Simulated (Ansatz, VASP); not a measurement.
**Ag in VASP and in Ansatz**

```
Ag
1.0
     3.16440    0.00000    0.00000
    -1.58220    2.74045    0.00000
     0.00000    0.00000    4.40680
Ag
2
Cartesian
  0.0000 1.8270 1.1017
  1.5822 0.9135 3.3051
```

Change from the starting cell: strain +0.080 along x and y, -0.080 along z, atoms carried along.

Alike in both runs: task single point; functional PBEsol; k mesh 18 × 18 × 10; occupations gaussian, width 0.15 eV; no spin polarisation.

|  | VASP | Ansatz |
| --- | --- | --- |
| version | VASP 6.6.1 | Ansatz 0.2.0 |
| potentials or method | VASP PAW PBE potentials, release 64 (Ag), cutoff 520 eV | scalar-relativistic, plane waves, PAW |
| valence electrons in the cell | 22 | 38 |

|  | VASP | Ansatz | Ansatz less VASP |
| --- | --- | --- | --- |
| gap on the k mesh at the Fermi level (eV) | none | none | - |
| pressure (GPa) | -8.8 | -8.8 | 0.00 |
| traceless stress, the component that is largest in VASP (GPa) | 4.63 | 4.67 | +0.044 |

VASP's potentials were made for PBE, not for PBEsol. A gap of «none» marks a metal or a gap that the smearing closes. VASP's potentials hold 22 valence electrons a cell and Ansatz's 38, so a difference there can come from the potentials and not from the codes.
